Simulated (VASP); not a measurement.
GaSb, 2 atoms in the cell. Symmetry: F-43m, No. 216, cubic system. Conventional cell: a = 6.118 Å, b = 6.118 Å, c = 6.118 Å, α = 90.00°, β = 90.00°, γ = 90.00°. Within 3.5 Å of Ga (site symmetry -43m) lie 4 Sb at 2.65 Å. Sb (site symmetry -43m) has 4 Ga at 2.65 Å within 3.5 Å. 

- Program: VASP 6.6.1
- Task: single point
- Functional: PBE
- Potentials or basis: VASP PAW PBE potentials, release 64 (Ga_d, Sb)
- Cutoff: 500 eV
- k mesh: 1 × 1 × 1
- Occupations: fermi-dirac, width 0.01 eV
- Spin: no spin polarisation
- Dipole correction: no
- Further INCAR settings: ALGO = Normal; EDIFF = 1e-06; NBANDS = 16

Potentials or basis: VASP PAW PBE potentials, release 64 (Ga_d, Sb).

The run is started by

```console
$ cat potpaw_PBE.64/Ga_d/POTCAR potpaw_PBE.64/Sb/POTCAR > POTCAR
$ mpirun -np 1 vasp_gam > vasp.out
```

Hardware: 1 thread of Intel Xeon 8259CL (shared host).

**Question.** Estimate the wall time of this run.

**Answer.** Wall time 12 s on 1 thread of Intel Xeon 8259CL, with other jobs on the host, peak memory 0.16 GiB. Counts: scf iterations 17, k points 1.
